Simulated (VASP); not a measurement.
# Hf2TiB2 (P6/mmm) in VASP: single point with PBE

Aim: the single point of Hf2TiB2 with PBE.

Everything below comes from runs of VASP 6.6.1. Logs are shortened: lines on timing, memory, paths and dates and some standing lists are left out, and cuts for length are marked.

### 1 The cell of the first run

It takes space group P6/mmm (No. 191, hexagonal). The conventional cell has a = 4.129 Å, b = 4.129 Å, c = 5.368 Å, α = 90.00°, β = 90.00°, γ = 120.00°. Hf (site symmetry -6m2) has 3 Hf at 2.38 Å and 2 B at 2.68 Å within 3.1 Å. Ti (site symmetry 6/mmm) has 6 B at 2.38 Å within 3.1 Å. B (site symmetry -6m2) has 3 B at 2.38 Å and 3 Ti at 2.38 Å and 2 Hf at 2.68 Å within 3.1 Å.

The cell was generated, and may not be a known phase.

### 2 Single point, PBE

INCAR

```
PREC     = Accurate       # precision mode
ENCUT    = 640            # plane-wave cutoff, eV
EDIFF    = 1E-6           # SCF threshold, eV
ISMEAR   = 0              # smearing method
SIGMA    = 0.1            # smearing width, eV
LREAL    = F              # projectors in reciprocal space
LASPH    = T              # aspherical terms in the spheres
NELM     = 300            # most SCF steps
ALGO     = All            # electronic algorithm
ISIF     = 2              # what is computed and relaxed
LWAVE    = F              # write WAVECAR
LCHARG   = F              # write CHGCAR
GGA      = PE             # functional
NBANDS   = 27             # bands
GGA_COMPAT= F            
ISEARCH  = 1            
KPAR     = 4
```

KPOINTS

```
regular mesh
0
Gamma
  6 6 4
```

POSCAR

```
Hf2TiB2
1.0
    4.1291200300      0.0000000000      0.0000000000
   -2.0645600200      3.5759228500      0.0000000000
    0.0000000000      0.0000000000      5.3676140300
Hf Ti B
2 1 2
Direct
    0.3333333300      0.6666666700      0.0000000000
    0.6666666700      0.3333333300      0.0000000000
    0.0000000000      0.0000000000      0.5000000000
    0.3333333300      0.6666666700      0.5000000000
    0.6666666700      0.3333333300      0.5000000000
```

Potentials or basis: VASP PAW PBE potentials, release 64 (Hf_pv, Ti_sv, B).

The run is started by

```bash
cat potpaw_PBE.64/Hf_pv/POTCAR potpaw_PBE.64/Ti_sv/POTCAR potpaw_PBE.64/B/POTCAR > POTCAR
mpirun -np 4 vasp_std > vasp.out
```

OUTCAR:

```text
PREC = Accurate
   ENCUT = 640
   EDIFF = 1E-6
   ISMEAR = 0
   LREAL = F
   LASPH = T
   NELM = 300
   ISIF = 2
   GGA = PE

 ion  position               nearest neighbor table
   1  0.333  0.667  0.000-   2 2.38   2 2.38   2 2.38   4 2.68   4 2.68
   2  0.667  0.333  0.000-   1 2.38   1 2.38   1 2.38   5 2.68   5 2.68
   3  0.000  0.000  0.500-   4 2.38   5 2.38   5 2.38   4 2.38   5 2.38   4 2.38
   4  0.333  0.667  0.500-   3 2.38   3 2.38   3 2.38   1 2.68   1 2.68
   5  0.667  0.333  0.500-   3 2.38   3 2.38   3 2.38   2 2.68   2 2.68

  LATTYP: Found a hexagonal cell.
 ALAT       =     4.1291200300
 C/A-ratio  =     1.2999413897

  Lattice vectors:

 A1 = (   4.1291200300,   0.0000000000,   0.0000000000)
 A2 = (  -2.0645600200,   3.5759228500,   0.0000000000)
 A3 = (   0.0000000000,   0.0000000000,   5.3676140300)

Analysis of symmetry for initial positions (statically):
=====================================================================
 Subroutine PRICEL returns:
 Original cell was already a primitive cell.

 Routine SETGRP: Setting up the symmetry group for a
 hexagonal supercell.

 Subroutine GETGRP returns: Found 24 space group operations
 (whereof 24 operations were pure point group operations)
 out of a pool of 24 trial point group operations.

The static configuration has the point symmetry D_6h.

Analysis of symmetry for dynamics (positions and initial velocities):
=====================================================================
 Subroutine PRICEL returns:
 Original cell was already a primitive cell.

 Routine SETGRP: Setting up the symmetry group for a
 hexagonal supercell.

 Subroutine GETGRP returns: Found 24 space group operations
 (whereof 24 operations were pure point group operations)
 out of a pool of 24 trial point group operations.

The dynamic configuration has the point symmetry D_6h.

 Subroutine INISYM returns: Found 24 space group operations
 (whereof 24 operations are pure point group operations),
 and found     1 'primitive' translations

----------------------------------------------------------------------------------------

                                     Primitive cell

  volume of cell :      79.2550
[... 87 lines left out ...]
   LSORBIT =      F    spin-orbit coupling
   LASPH  =      T    aspherical Exc in radial PAW
   ENCUT  =  640.0 eV  47.04 Ry    6.86 a.u.   8.52  8.52 11.07*2*pi/ulx,y,z
   NELM   =    300;   NELMIN=  2; NELMDL= -5     # of ELM steps
   EDIFF  = 0.1E-05   stopping-criterion for ELM
   LREAL  =      F    real-space projection
   EDIFFG = 0.1E-04   stopping-criterion for IOM
   NSW    =      0    number of steps for IOM
   IBRION =     -1    ionic relax: 0-MD 1-quasi-New 2-CG
   NFREE  =      0    steps in history (QN), initial steepest desc. (CG)
   ISIF   =      2    stress and relaxation
   ISYM   =      2    0-nonsym 1-usesym 2-fastsym
   POTIM  = 0.5000    time-step for ionic-motion
   TEBEG  =    0.0;   TEEND  =   0.0 temperature during run
   PSTRESS=    0.0 pullay stress
   NELECT =      38.0000    total number of electrons
   NUPDOWN=      -1.0000    fix difference up-down
   EMIN   =  10.00;   EMAX   =-10.00  energy-range for DOS
   EFERMI =   0.00;   METHOD = LEGACY
   ISMEAR =     0;   SIGMA  =   0.10  broadening in eV -4-tet -1-fermi 0-gaus
   EFERMI_NEDOS =   21; number of points for ismear=-14 and -15
   IALGO  =     58    algorithm
   IMIX   =      4    mixing-type and parameters
     AMIX     =   0.40;   BMIX     =  1.00
     AMIX_MAG =   1.60;   BMIX_MAG =  1.00
  volume/ion in A,a.u.               =      15.85       106.97
  Fermi-wavevector in a.u.,A,eV,Ry     =   1.281328  2.421359 22.338072  1.641802
  Thomas-Fermi vector in A             =   2.413704
   LORBIT       =      0    0 simple, 1 ext, 2 COOP (PROOUT), +10 PAW based schemes
   GGA     = PE    functional components
   LHFCALC =     F    Hartree Fock is set to
   AEXX    =    0.0000 exact exchange contribution
   IVDW    =     0    specifies the selected vdW correction
   LEPSILON=     F    determine dielectric tensor
   LRPA    =     F    only Hartree local field effects (RPA)
 non-spin polarized calculation
 Gauss-broadening in eV      SIGMA  =   0.10
  energy-cutoff  :      640.00
  volume of cell :       79.26
 maximum number of plane-waves:      2950
 NGX is ok and might be reduce to    36
   NGX = 17   NGY = 17   NGZ = 23

 number of electron      37.9999997 magnetization

 Free energy of the ion-electron system (eV)
  ---------------------------------------------------
  ext. energy  EPLUGINS =         0.00000000
  ---------------------------------------------------
  free energy    TOTEN  =       -33.61156872 eV

  energy without entropy =      -33.56955921  energy(sigma->0) =      -33.59056397

 E-fermi :   5.4018     XC(G=0): -11.2274

 val. band max:        5.3900835460   @ k =   0.3333   0.1667   0.5000
 cond. band min:       5.4078006074   @ k =   0.3333   0.0000   0.5000
 fundamental gap:      0.0177170615
 Fermi energy:         5.4018393450

 k-point     1 :       0.0000    0.0000    0.0000
  band No.  band energies     occupation
      1     -51.6474      2.00000
      2     -27.9756      2.00000
      3     -27.8653      2.00000
      4     -27.8653      2.00000
      5     -26.3544      2.00000
      6     -26.3544      2.00000
[... 619 lines left out ...]
     26       7.8844      0.00000
     27       7.9369      0.00000

------------------------ aborting loop because EDIFF is reached ----------------------------------------

  FORCE on cell =-STRESS in cart. coord.  units (eV):
  Direction    XX          YY          ZZ          XY          YZ          ZX
  --------------------------------------------------------------------------------------
  -------------------------------------------------------------------------------------
  Total        8.6420216      8.6420216    -13.1114816     -0.0000000      0.0000000     -0.0000000
  in kB      174.7024528    174.7024537   -265.0546479     -0.0000002      0.0000000     -0.0000000
  external PRESSURE =      28.1167529 kB  Pullay stress =       0.0000000 kB

 VOLUME and BASIS-vectors are now :
 -----------------------------------------------------------------------------
  energy-cutoff  :      640.00
  volume of cell :       79.26
      direct lattice vectors                 reciprocal lattice vectors
     4.129120030  0.000000000  0.000000000     0.242182352  0.139824046  0.000000000
    -2.064560020  3.575922850  0.000000000     0.000000000  0.279648091  0.000000000
     0.000000000  0.000000000  5.367614030     0.000000000  0.000000000  0.186302516

 POSITION                                       TOTAL-FORCE (eV/Angst)
 -----------------------------------------------------------------------------------
     -0.00000      2.38395      0.00000        -0.000000      0.000000      0.000000
      2.06456      1.19197      0.00000         0.000000      0.000000      0.000000
      0.00000      0.00000      2.68381         0.000000      0.000000      0.000000
     -0.00000      2.38395      2.68381         0.000000      0.000000      0.000000
      2.06456      1.19197      2.68381        -0.000000     -0.000000      0.000000
 -----------------------------------------------------------------------------------
    total drift:                                0.000000     -0.000000     -0.000000

  FREE ENERGIE OF THE ION-ELECTRON SYSTEM (eV)
  ---------------------------------------------------
  free  energy   TOTEN  =       -33.6115687181 eV

  energy  without entropy=      -33.5695595985  energy(sigma->0) =      -33.59056416
```

stdout:

```text
POSCAR found type information on POSCAR HfTiB
 POSCAR found :  3 types and       5 ions
 scaLAPACK will be used
 LDA part: xc-table for (Slater+PW92), standard interpolation
 POSCAR, INCAR and KPOINTS ok, starting setup
 FFT: planning ... GRIDC
 FFT: planning ... GRID_SOFT
[... 87 lines left out ...]
  steps along line     -0.22651E-04   0.22651E-04   0.22651E+00   0.75984E+00   0.75990E+00
  energies along line   0.86306E-10  -0.86306E-10  -0.73442E-06  -0.12270E-05  -0.12269E-05
 trl  45    -0.336115680813E+02   -0.12270E-05   -0.12790E-05   567   0.381E-05  -0.822E-06
 gam= 2.247 g(H,U,f)=  0.320E-05 0.314E-05 0.172E-05 ort(H,U,f) = 0.154E-06-0.280E-06 0.726E-07
 gam= 2.247 trial= 0.280  step=  0.1370 mean=  0.2798
 gam= 0.000 g(H,U,f)=  0.306E-05 0.412E-06 0.396E-06 ort(H,U,f) = 0.579E-06-0.485E-06-0.839E-06
 gam= 0.000 trial= 0.266  step=  0.2957 mean=  0.2656
 final diagonalization occupied
```

Wall time 56 s (4 MPI ranks of Intel Xeon Platinum 8559C (Emerald Rapids), shared host); peak memory 0.31 GiB.

Results:

| Property | Result |
| --- | --- |
| Free energy | -33.6116 eV |
| Pressure | 2.8 GPa |
| Band gap on the k mesh | zero (bands 19 and 20 overlap by 0.94 eV) |

Levels at points of the mesh, in eV from the Fermi level:
```csv
k point,band 15,band 16,band 17,band 18,band 19,band 20,band 21,band 22,band 23,band 24
"(0.00, 0.00, 0.00)",-2.89,-1.72,-0.16,-0.16,0.64,0.64,0.72,0.74,0.74,3.15
"(0.50, 0.00, 0.00)",-2.39,-1.85,-1.62,-0.91,-0.54,-0.10,0.11,0.39,1.85,2.11
"(0.00, 0.00, 0.50)",-2.52,-0.86,0.12,0.12,0.33,0.78,0.78,0.87,1.88,1.88
"(0.50, 0.00, 0.50)",-2.74,-1.78,-1.69,-0.69,-0.27,0.08,0.26,0.75,0.80,1.80
```

Caveat: the stress differs along the axes, from -27 to 17 GPa; spin-orbit coupling is left out, which moves the levels of the heavy elements.
